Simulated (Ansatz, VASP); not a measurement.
**EuRu3 in VASP and in Ansatz**

The input INCAR:

```
SYSTEM = EuRu3
PREC = Accurate
ENCUT = 520
EDIFF = 1E-6
ISMEAR = 0
SIGMA = 0.05
LREAL = .False.
LASPH = .True.
NELM = 150
ALGO = Normal
ISIF = 2
LWAVE = .False.
LCHARG = .False.
ISPIN = 2
MAGMOM = 6.75 0 0 0
LORBIT = 11
LMAXMIX = 6
LDAU = .True.
LDAUTYPE = 2
LDAUL = 3 -1
LDAUU = 6 0
LDAUJ = 0 0
LDAUPRINT = 1
GGA = PE
NBANDS = 42
```

The input KPOINTS:

```
regular mesh
0
Gamma
  8 8 8
  0 0 0
```

Contents of POSCAR:

```
EuRu3
1.0
    4.0869267262      0.0000000000      0.0000000000
    0.0000000000      4.0869267262      0.0000000000
    0.0000000000      0.0000000000      4.0869267262
Eu Ru
1 3
Direct
    0.0000000000      0.0000000000      0.0000000000
    0.0000000000      0.5000000000      0.5000000000
    0.5000000000      0.5000000000      0.0000000000
    0.5000000000      0.0000000000      0.5000000000
```

Input for Ansatz:

```yaml
crystal:
  lattice:
    - [4.0869267262, 0.0, 0.0]
    - [0.0, 4.0869267262, 0.0]
    - [0.0, 0.0, 4.0869267262]
  atoms:
    - { symbol: Eu, position: [0.0, 0.0, 0.0], spin: 6.75 }
    - { symbol: Ru, position: [0.0, 0.5, 0.5] }
    - { symbol: Ru, position: [0.5, 0.5, 0.0] }
    - { symbol: Ru, position: [0.5, 0.0, 0.5] }
basis:
  ecutwfc: 420
  ecutrho_ratio: 4
kpoints:
  mp_grid: { grid: [8, 8, 8] }
hamiltonian:
  xc: pbe
  hubbard: { sites: [{ species: Eu, l: f, u_eff: 6.0 }] }
scf:
  occupations: { method: gaussian, width: 0.05 }
  lower_state_search: "off"
output:
  forces: true
  stress: true
  eigenvalues: true
  populations: true
  hubbard: { sites: [{ species: Eu, l: f }] }
magnetization:
  spin_polarized: true
checkpoint:
  read: start.run
  write: ck
  compress: false
  write_wavefunctions: false
  write_every: 100000
```

Alike in both runs: task single point; functional PBE; k mesh 8 × 8 × 8; occupations gaussian, width 0.05 eV; collinear spin; Hubbard terms Eu f U = 6.0 eV.

```csv
,VASP,Ansatz
version,VASP 6.6.1,Ansatz 0.2.0
potentials or method,"VASP PAW PBE potentials, release 64 (Eu, Ru_pv), cutoff 520 eV","scalar-relativistic, plane waves, PAW"
valence electrons in the cell,59,65
```

|  | VASP | Ansatz | Ansatz less VASP |
| --- | --- | --- | --- |
| gap on the k mesh at the Fermi level (eV) | none | none | - |
| pressure (GPa) | -0.4 | -1.4 | -1.06 |
| traceless stress, the component that is largest in VASP (GPa) | 0.00 | 0.29 | +0.286 |
| net moment per atom (μB) | 1.22 | 1.31 | +0.087 |
| size of the moment on the site where the two differ most (μB) | 6.45 | 6.17 | -0.278 |

Site moments also hang on the region over which each program counts them. The programs project onto different local orbitals, so the same U acts differently, and such runs can settle in different states. A gap of «none» marks a metal or a gap that the smearing closes. VASP's potentials hold 59 valence electrons a cell and Ansatz's 65, so a difference there can come from the potentials and not from the codes. Ansatz's warnings: filled band counts differ across k points.

Neither program's run includes spin-orbit coupling.
